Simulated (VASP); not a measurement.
# Cu: single point with r2SCAN

Cu:

```xyz
4
Lattice="2.6006 0.0000 0.0000 -1.3003 2.2522 0.0000 0.0000 0.0000 7.8171" Properties=species:S:1:pos:R:3 pbc="T T T"
Cu    0.0000    0.0000    0.0000
Cu    0.0000    1.5015    1.9543
Cu    0.0000    0.0000    3.9086
Cu    1.3003    0.7507    5.8628
```

This isn't the form of Cu at room conditions, which is fcc.

This cell differs from its parent crystal: ratio of the length along z to the lengths across it x 0.92, volume and fractional coordinates fixed.

```
Program                : VASP 6.6.1
Task                   : single point
Functional             : r2SCAN
Potentials or basis    : VASP PAW PBE potentials, release 64 (Cu)
Cutoff                 : 520 eV
k mesh                 : 24 × 24 × 8
Occupations            : gaussian, width 0.15 eV
Spin                   : no spin polarisation
Dipole correction      : no
Further INCAR settings : ALGO = Normal; EDIFF = 1e-06; NBANDS = 30
```

| Property | Result |
| --- | --- |
| Pressure | 2.0 GPa |
| Band gap on the k mesh | zero (bands 22 and 23 overlap by 4.94 eV) |

Stress tensor (GPa, compression positive):
```
-2.85  0.00  0.00
 0.00 -2.85  0.00
 0.00  0.00 11.58
```

Levels at points of the mesh, in eV from the Fermi level:
```
           k point  band 18  band 19  band 20  band 21  band 22  band 23  band 24  band 25  band 26  band 27
(0.00, 0.00, 0.00)    -2.43    -2.43    -2.10    -2.10    -1.76    -1.76    -0.26     5.37    15.57    15.57
(0.50, 0.00, 0.00)    -1.74    -1.68    -1.61    -0.91     0.32     0.76     1.39     4.74     4.81     9.49
(0.00, 0.00, 0.50)    -2.48    -2.38    -2.38    -1.93    -1.93    -1.93    -1.93     9.09     9.09    21.36
(0.50, 0.00, 0.50)    -1.92    -1.76    -1.76    -0.17    -0.17     1.21     1.21     5.50     5.50     7.58
```

It took 13 min on 1 thread of AMD EPYC 9R45 (Zen 5), on a shared host, peak memory 0.37 GiB.

Caveat: the stress differs along the axes, from -3 to 12 GPa; the PAW data sets were made with another functional, which shifts forces and pressure a little.
